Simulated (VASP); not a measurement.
A run of VASP 6.6.1:

Contents of INCAR:

```
PREC = Accurate ; ENCUT = 520
EDIFF = 1E-6 ; ISMEAR = -1
SIGMA = 0.1 ; LREAL = False
LASPH = True ; NELM = 60
ALGO = Normal ; ISIF = 2
LWAVE = False ; LCHARG = True
GGA = RE ; LELF = True
LVHAR = True ; NBANDS = 32
```

File KPOINTS:

```
Automatic mesh
0
Gamma
  16 16 5
```

The input POSCAR:

```
Ti
1.0
    2.9548536223      0.0000000000      0.0000000000
   -1.4774268111      2.5589783014      0.0000000000
    0.0000000000      0.0000000000      9.4556022481
Ti
4
Direct
    0.0000000000      1.0000000000      0.0000000000
    0.0000000000      1.0000000000      0.5000000000
    0.3333333333      0.6666666667      0.2500000000
    0.6666666667      0.3333333333      0.7500000000
```

Potentials or basis: VASP PAW PBE potentials, release 64 (Ti_sv).

The run is started by

```console
$ cat potpaw_PBE.64/Ti_sv/POTCAR > POTCAR
$ mpirun -np 1 vasp_std > vasp.out
```

Hardware: 1 thread of Intel Xeon 6975P-C (shared host).

Problem. Estimate the wall time of this run.

Solution. It took 3.2 min on 1 thread of Intel Xeon 6975P-C, on a shared host, peak memory 0.29 GiB. Counts: scf iterations 15, k points 90.
